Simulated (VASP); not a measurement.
Set up this calculation in VASP 6.6.1, as the native input.

* Task: single point
* Functional: PBEsol
* Potentials or basis: VASP PAW PBE potentials, release 64 (Eu, Sb)
* Cutoff: 520 eV
* k mesh: 8 × 8 × 8
* Occupations: gaussian, width 0.05 eV
* Spin: collinear spin, ferromagnetic start
* Starting moments: [7.2, 0.0] μB
* Dipole correction: no
* Further INCAR settings: ALGO = Normal; EDIFF = 1e-07; NBANDS = 22

The structure of EuSb lies in POSCAR:

```
EuSb
1.0
    0.0000000000      3.6069784805      3.6069784805
    3.6069784805      0.0000000000      3.6069784805
    3.6069784805      3.6069784805      0.0000000000
Eu Sb
1 1
Direct
    0.0000000000      0.0000000000      0.0000000000
    0.2500000000      0.2500000000      0.2500000000
```

One way to write it, as run:

INCAR

```
SYSTEM = EuSb
ALGO     = Normal         ! electronic algorithm
EDIFF    = 1E-7           ! SCF threshold, eV
ENCUT    = 520            ! plane-wave cutoff, eV
GGA      = PS             ! functional
ISIF     = 2              ! what is computed and relaxed
ISMEAR   = 0              ! smearing method
ISPIN    = 2              ! spin polarisation
LASPH    = .True.         ! aspherical terms in the spheres
LCHARG   = .False.        ! write CHGCAR
LMAXMIX  = 6              ! l up to which the mixer works
LORBIT   = 11             ! projections on sites
LREAL    = .False.        ! projectors in reciprocal space
LWAVE    = .False.        ! write WAVECAR
MAGMOM   = 7.2 0          ! initial moments
NBANDS   = 22             ! bands
NELM     = 150            ! most SCF steps
PREC     = Accurate       ! precision mode
SIGMA    = 0.05           ! smearing width, eV
```

KPOINTS

```
k-points
0
Gamma
  8 8 8
  0 0 0
```

Potentials or basis: VASP PAW PBE potentials, release 64 (Eu, Sb).

Run with:

```bash
$ cat potpaw_PBE.64/Eu/POTCAR potpaw_PBE.64/Sb/POTCAR > POTCAR
$ mpirun -np 1 vasp_std > vasp.out
```

Results of the run:

The pressure is -1.0 GPa and the band gap on the k mesh is zero (filled and empty bands overlap). The net moment is 6.00 μB per cell, the site moments are Eu +6.39; Sb -0.25 μB and the valence electrons inside the program's atomic spheres are Eu 14.62; Sb 2.52.

Caveat: the PAW data sets were made with another functional, which shifts forces and pressure a little; spin-orbit coupling is left out, which moves the levels of the heavy elements; a cell with one magnetic atom can't hold antiferromagnetic order, which such compounds often take; semilocal functionals describe open f shells poorly, which spoils levels, moments and volumes.

It took 7.3 min on 1 thread of Intel Xeon 8259CL (shared host), peak memory 0.36 GiB.
